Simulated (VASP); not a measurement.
A run of VASP 6.6.1 is set up as follows.

INCAR

```
ALGO = Normal
EDIFF = 1E-6
ENCUT = 520
ISIF = 2
ISMEAR = 0
LASPH = True
LCHARG = True
LELF = True
LREAL = False
LVHAR = True
LWAVE = False
NBANDS = 15
NELM = 80
PREC = Accurate
SIGMA = 0.05
```

Contents of KPOINTS:

```
k-points
0
Gamma
  8 8 8
```

File POSCAR:

```
KF
1.0
    0.0000000000      2.5817196783      2.7753486542
    2.4009993008      0.0000000000      2.7753486542
    2.4009993008      2.5817196783      0.0000000000
K F
1 1
Direct
    0.0000000000      0.0000000000      0.0000000000
    0.5000000000      0.5000000000      0.5000000000
```

Potentials or basis: VASP PAW LDA potentials, release 64 (K_sv, F).

Run with:

```sh
$ cat potpaw_LDA.64/K_sv/POTCAR potpaw_LDA.64/F/POTCAR > POTCAR
$ mpirun -np 1 vasp_std > vasp.out
```

**Question.** What does it give for the band gap on the k mesh?

**Answer.** 5.96 eV, indirect (least direct gap 5.99 eV).

**Question.** What does it give for the pressure?

**Answer.** 2.2 GPa.

Stress tensor (GPa, compression positive):
```
 9.64  0.00  0.00
 0.00  0.55  0.00
 0.00  0.00 -3.49
```

Caveat: the cell differs from its parent crystal (normal strain along x -0.0700, normal strain along z +0.0750). A k mesh can miss the band edges.
